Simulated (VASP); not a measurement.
# CdSe (CsCl type) (Pm-3m) in VASP: a series of runs, part 2 of 2

VASP 6.6.1. The steps go on from the part before.

## Step 3: Relaxation of cell and atoms, PBE, target pressure 27 GPa, at which the enthalpy is minimised

Contents of INCAR:

```
PREC = Accurate
ENCUT = 600
EDIFF = 1E-7
ISMEAR = -1
SIGMA = 0.05
LREAL = F
LASPH = T
NELM = 100
ALGO = Normal
ISIF = 3
LWAVE = F
LCHARG = F
GGA = PE
IBRION = 2
NSW = 32
EDIFFG = -0.005
PSTRESS = 270.0
```

Contents of KPOINTS:

```
regular mesh
0
Gamma
  13 13 13
```

Contents of POSCAR:

```
CdSe
1.0
    3.2692792391      0.0000000000      0.0000000000
    0.0000000000      3.2692792391      0.0000000000
    0.0000000000      0.0000000000      3.2692792391
Cd Se
1 1
Direct
    0.0000000000      0.0000000000      0.0000000000
    0.5000000000      0.5000000000      0.5000000000
```

Potentials or basis: VASP PAW PBE potentials, release 64 (Cd, Se).

Run with:

```bash
$ cat potpaw_PBE.64/Cd/POTCAR potpaw_PBE.64/Se/POTCAR > POTCAR
$ mpirun -np 1 vasp_std > vasp.out
```

Wall time 48 s (1 thread of AMD EPYC 9R45 (Zen 5), shared host); peak memory 0.17 GiB.

The run converged. Its results:

```yaml
Free_energy: -3.6396 eV
Relaxed_volume: 17.56 Å³/atom
Relaxed_cell: a = 3.275 Å, b = 3.275 Å, c = 3.275 Å, α = 90.00°, β = 90.00°, γ = 90.00°
Space_group_after_relaxing_to_0.05_Å: Pm-3m (No. 221)
Energy_change_on_relaxing_the_enthalpy_is_what_falls: -14.6 meV/atom
Ionic_steps: 3
Pressure_after_relaxing: 27.0 GPa
Band_gap_on_the_k_mesh: zero (band 9 reaches 6.10 eV, above the bottom of band 10 at 4.80 eV)
```

Step by step:
| step | energy change (eV) | largest force (eV/Å) | pressure (GPa) | volume (Å³) |
| --- | --- | --- | --- | --- |
| 1 | 0.0000 | 0.0000 | 27.85 | 34.94 |
| 2 | -0.0782 | 0.0000 | 25.57 | 35.41 |
| 3 | -0.0291 | 0.0000 | 27.01 | 35.11 |

Final structure:
```
Cd Se
1.0
     3.27458    0.00000    0.00000
     0.00000    3.27458    0.00000
     0.00000    0.00000    3.27458
Cd Se
1 1
Direct
  0.00000 0.00000 0.00000
  0.50000 0.50000 0.50000
```

Levels at points of the mesh, in eV from the Fermi level:
| k point | band 7 | band 8 | band 9 | band 10 | band 11 | band 12 |
| --- | --- | --- | --- | --- | --- | --- |
| (0.00, 0.00, 0.00) | -1.65 | -1.65 | -1.65 | -0.63 | 5.98 | 5.98 |

Caveat: the cell is relaxed towards a set pressure, so the enthalpy falls and the energy may rise.

## Step 4: Relaxation of cell and atoms, PBE, target pressure 27 GPa, at which the enthalpy is minimised

This run uses another cell than the first one, of 17.63 Å³/atom, 1.009 times its volume.

Contents of INCAR:

```
ALGO = Normal
EDIFF = 1E-7
EDIFFG = -0.005
ENCUT = 600
GGA = PE
IBRION = 2
ISIF = 3
ISMEAR = -1
LASPH = True
LCHARG = False
LREAL = False
LWAVE = False
NELM = 80
NSW = 60
PREC = Accurate
PSTRESS = 270.0
SIGMA = 0.05
```

Contents of KPOINTS:

```
k-points
0
Gamma
  13 13 13
```

Contents of POSCAR:

```
CdSe
1.0
    3.2789426312      0.0000000000      0.0000000000
    0.0000000000      3.2789426312      0.0000000000
    0.0000000000      0.0000000000      3.2789426312
Cd Se
1 1
Direct
    0.0000000000      0.0000000000      0.0000000000
    0.5000000000      0.5000000000      0.5000000000
```

Potentials or basis: VASP PAW PBE potentials, release 64 (Cd, Se).

Run with:

```bash
$ cat potpaw_PBE.64/Cd/POTCAR potpaw_PBE.64/Se/POTCAR > POTCAR
$ mpirun -np 1 vasp_std > vasp.out
```

OUTCAR:

```text
EDIFF = 1E-7
   EDIFFG = -0.005
   ENCUT = 600
   GGA = PE
   IBRION = 2
   ISIF = 3
   ISMEAR = -1
   LASPH = True
   LREAL = False
   NELM = 80
   NSW = 60
   PREC = Accurate
   PSTRESS = 270.0

 ion  position               nearest neighbor table
   1  0.000  0.000  0.000-   2 2.84   2 2.84   2 2.84   2 2.84   2 2.84   2 2.84   2 2.84   2 2.84

   2  0.500  0.500  0.500-   1 2.84   1 2.84   1 2.84   1 2.84   1 2.84   1 2.84   1 2.84   1 2.84

  LATTYP: Found a simple cubic cell.
 ALAT       =     3.2789426312

  Lattice vectors:

 A1 = (   3.2789426312,   0.0000000000,   0.0000000000)
 A2 = (   0.0000000000,   3.2789426312,   0.0000000000)
 A3 = (   0.0000000000,   0.0000000000,   3.2789426312)

Analysis of symmetry for initial positions (statically):
=====================================================================
[... 262 lines left out ...]
 cond. band min:       5.8131333154   @ k =   0.4615   0.3846   0.0769
 fundamental gap:      0.0175858419
 Fermi energy:         5.8047103330

 k-point     1 :       0.0000    0.0000    0.0000
  band No.  band energies     occupation
      1      -9.6542      2.00000
      2      -3.7107      2.00000
      3      -3.7107      2.00000
      4      -2.9268      2.00000
      5      -2.9268      2.00000
      6      -2.9268      2.00000
      7       4.1505      2.00000
      8       4.1505      2.00000
      9       4.1505      2.00000
     10       5.1781      1.99999
     11      11.7837      0.00000
     12      11.7837      0.00000
     13      18.7939      0.00000
[... 354 lines left out ...]
  band No.  band energies     occupation
      1      -7.9562      2.00000
      2      -3.5644      2.00000
      3      -3.1955      2.00000
      4      -3.0934      2.00000
      5      -3.0862      2.00000
      6      -3.0000      2.00000
      7      -0.2081      2.00000
      8       1.2158      2.00000
      9       6.0174      0.02801
     10       6.6292      0.00000
     11      11.6105      0.00000
     12      14.5319      0.00000
     13      14.7430      0.00000

 [... further k-points ...]
[... 5 lines left out ...]
  --------------------------------------------------------------------------------------
  -------------------------------------------------------------------------------------
  Total        5.9184473      5.9184473      5.9184473     -0.0000000      0.0000000      0.0000000
  in kB      270.0576094    270.0576094    270.0576094     -0.0000000      0.0000000      0.0000000
  external PRESSURE =       0.0576094 kB  Pullay stress =     270.0000000 kB
[... 21 lines left out ...]
  energy  without entropy=       -3.6292674551  energy(sigma->0) =       -3.63445560

  enthalpy is  TOTEN    =         2.2775410330 eV   P V=        5.9171847720

 reached required accuracy - stopping structural energy minimisation
```

CONTCAR:

```text
CdSe
   1.00000000000000
     3.2745677707033920   -0.0000000000000000    0.0000000000000000
     0.0000000000000000    3.2745677707033920    0.0000000000000000
     0.0000000000000000    0.0000000000000000    3.2745677707033920
  Cd              Se
     1     1
Direct
     0.0000000000000000    0.0000000000000000    0.0000000000000000
     0.5000000000000000    0.5000000000000000    0.5000000000000000

  0.00000000E+00  0.00000000E+00  0.00000000E+00
  0.00000000E+00  0.00000000E+00  0.00000000E+00
```

Wall time 49 s (1 thread of AMD EPYC 9R45 (Zen 5), shared host); peak memory 0.17 GiB.

What came out:

* Free energy: -3.6396 eV
* Relaxed volume: 17.56 Å³/atom
* Relaxed cell: a = 3.275 Å, b = 3.275 Å, c = 3.275 Å, α = 90.00°, β = 90.00°, γ = 90.00°
* Space group after relaxing (to 0.05 Å): Pm-3m (No. 221)
* Energy change on relaxing (the enthalpy is what falls): +11.7 meV/atom
* Ionic steps: 3
* Pressure after relaxing: 27.0 GPa
* Band gap on the k mesh: zero (band 9 reaches 6.10 eV, above the bottom of band 10 at 4.80 eV)

Step by step:
```csv
step,energy change (eV),largest force (eV/Å),pressure (GPa),volume (Å³)
1,0.0000,0.0000,26.32,35.25
2,0.0648,0.0000,28.20,34.87
3,0.0234,0.0000,27.01,35.11
```

Final structure:
```xyz
2
Lattice="3.2746 0.0000 0.0000 0.0000 3.2746 0.0000 0.0000 0.0000 3.2746" Properties=species:S:1:pos:R:3 pbc="T T T"
Cd    0.0000    0.0000    0.0000
Se    1.6373    1.6373    1.6373
```

Caveat: the cell is relaxed towards a set pressure, so the enthalpy falls and the energy may rise.

## Step 5: Summary

```tsv
task	cell	cutoff (eV)	gap on the mesh (eV)	pressure (GPa)
single point	a = 3.269 Å, 2 atoms	520	none	27.9
relaxation of cell and atoms	relaxed to 27 GPa from a = 3.269 Å, 2 atoms	600	none	27.0
relaxation of cell and atoms	relaxed to 27 GPa from a = 3.279 Å, 2 atoms	600	none	27.0
```

Alike in all rows: level PBE; potentials or basis VASP PAW PBE potentials, release 64 (Cd, Se); no spin polarisation; k mesh 13 × 13 × 13; smearing fermi-dirac 0.05 eV.

Caveats: the cell is relaxed towards a set pressure, so the enthalpy falls and the energy may rise (some runs).

Total energies depend on the potentials used, so only differences within one code and one set of settings carry meaning.
